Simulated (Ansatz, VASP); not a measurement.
# TiAl2 in VASP and in Ansatz

The input INCAR:

```
PREC = Accurate
ENCUT = 520
EDIFF = 1E-6
ISMEAR = 1
SIGMA = 0.2
LREAL = False
LASPH = True
NELM = 100
ALGO = Fast
ISIF = 2
LWAVE = False
LCHARG = True
GGA = PS
LELF = True
LVHAR = True
NBANDS = 27
```

File KPOINTS:

```
regular mesh
0
Gamma
  10 10 10
```

Contents of POSCAR:

```
TiAl2
1.0
    1.9795500000     -6.0472000000      0.0000000000
    1.9795500000      6.0472000000      0.0000000000
    0.0000000000      0.0000000000      4.0315000000
Ti Al
2 4
Direct
    0.6490000000      0.3510000000      0.0000000000
    0.3510000000      0.6490000000      0.0000000000
    0.0000000000      0.0000000000      0.0000000000
    0.8240000000      0.1760000000      0.5000000000
    0.1760000000      0.8240000000      0.5000000000
    0.5000000000      0.5000000000      0.5000000000
```

Input for Ansatz:

```yaml
crystal:
  lattice:
    - [1.97955, -6.0472, 0.0]
    - [1.97955, 6.0472, 0.0]
    - [0.0, 0.0, 4.0315]
  atoms:
    - { symbol: Ti, position: [0.649, 0.351, 0.0] }
    - { symbol: Ti, position: [0.351, 0.649, 0.0] }
    - { symbol: Al, position: [0.0, 0.0, 0.0] }
    - { symbol: Al, position: [0.824, 0.176, 0.5] }
    - { symbol: Al, position: [0.176, 0.824, 0.5] }
    - { symbol: Al, position: [0.5, 0.5, 0.5] }
basis:
  ecutwfc: 420
kpoints:
  mp_grid: { grid: [10, 10, 10] }
hamiltonian:
  xc: pbesol
scf:
  occupations: { method: methfessel_paxton, width: 0.2 }
output:
  forces: true
  stress: true
  eigenvalues: true
```

Alike in both runs: task single point; functional PBEsol; k mesh 10 × 10 × 10; occupations methfessel-paxton of order 1, width 0.2 eV; no spin polarisation.

|  | VASP | Ansatz |
| --- | --- | --- |
| version | VASP 6.6.1 | Ansatz 0.2.0 |
| potentials or method | VASP PAW PBE potentials, release 64 (Ti_sv, Al), cutoff 520 eV | scalar-relativistic, plane waves, PAW |
| valence electrons in the cell | 36 | 36 |

```tsv
	VASP	Ansatz	Ansatz less VASP
gap on the k mesh at the Fermi level (eV)	none	none	-
pressure (GPa)	-2.9	-2.8	+0.06
traceless stress, the component that is largest in VASP (GPa)	1.66	1.66	-0.001
rms of the force components (eV/Å)	0.296	0.294	-0.0017
```

VASP's potentials were made for PBE, not for PBEsol. Atom by atom the forces differ by 0.002 eV/Å (rms over components). A gap of «none» marks a metal or a gap that the smearing closes. With one functional, cell and mesh, what is left measures potentials, basis and numerics.
